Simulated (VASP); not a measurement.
The system is CdF2.

```
CELL_PARAMETERS angstrom
0.00000 2.67592 2.67592
2.67592 0.00000 2.67592
2.67592 2.67592 0.00000
ATOMIC_POSITIONS crystal
Cd 0.00000 0.00000 0.00000
F 0.75000 0.75000 0.75000
F 0.25000 0.25000 0.25000
```

Base run:

```yaml
Program: VASP 6.6.1
Functional: PBE
Potentials_or_basis: VASP PAW PBE potentials, release 64 (Cd_sv_GW, F)
Cutoff: 700 eV
k_mesh: 9 × 9 × 9
Occupations: fermi-dirac, width 0.05 eV
Spin: no spin polarisation
```

Its results: band gap on the k mesh 3.19 eV (least direct gap 3.64 eV); pressure 7.5 GPa.

Q: The run is repeated on the same cell with these changes: functional from PBE to r2SCAN; cutoff from 700 eV to 770 eV. What comes out?

A: Band gap on the k mesh 3.89 eV (least direct gap 4.35 eV); pressure 2.0 GPa.

Caveats: an odd mesh through Γ misses points on the zone boundary, where band edges can lie; the cell stands under pressure (at least some runs); the PAW data sets were made with another functional, which shifts forces and pressure a little (at least some runs).
